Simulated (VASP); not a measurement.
Here is a VASP 6.6.1 calculation.

File INCAR:

```
SYSTEM = In3GaAs4
PREC = Accurate ; ENCUT = 520
EDIFF = 1E-6 ; ISMEAR = -1
SIGMA = 0.02 ; LREAL = .FALSE.
LASPH = .TRUE. ; NELM = 80
ALGO = Normal ; ISIF = 2
LWAVE = .FALSE. ; LCHARG = .FALSE.
GGA = PE ; NBANDS = 46
```

The input KPOINTS:

```
Automatic mesh
0
G
  6 6 4
  0 0 0
```

POSCAR

```
In3GaAs4
1.0
    7.0322728956     -2.1201931441      0.0037735356
    7.0322728956      2.1201931441      0.0037735356
   -1.2747132199      0.0000000000      7.2411289911
Ga In As
1 3 4
Direct
    0.0001831336      0.0001831336     -0.0008318715
    0.4999822234      0.4999822234      0.4998718311
    0.2521196505      0.2521196505      0.7558070106
    0.7473556576      0.7473556576      0.2441561133
    0.5564115541      0.5564115541      0.1707803058
    0.0613991569      0.0613991569      0.7023865885
    0.8226838156      0.8226838156      0.9413344505
    0.3098648082      0.3098648082      0.4364955717
```

Potentials or basis: VASP PAW PBE potentials, release 64 (Ga_d, In_d, As).

Launch:

```console
$ cat potpaw_PBE.64/Ga_d/POTCAR potpaw_PBE.64/In_d/POTCAR potpaw_PBE.64/As/POTCAR > POTCAR
$ mpirun -np 1 vasp_std > vasp.out
```

Predict the band gap on the k mesh.

0.03 eV, direct.

What does it give for the largest force?

0.053 eV/Å.

Estimate the pressure.

2.3 GPa.

Forces on the atoms (eV/Å):
```
Ga   0.035  0.000  0.040
In   0.024  0.000 -0.017
In  -0.027  0.000 -0.003
In  -0.026  0.000 -0.011
As  -0.007  0.000  0.008
As   0.014  0.000 -0.020
As  -0.020  0.000  0.000
As   0.007  0.000  0.003
```

Caveat: spin-orbit coupling is left out, which moves the levels of the heavy elements.
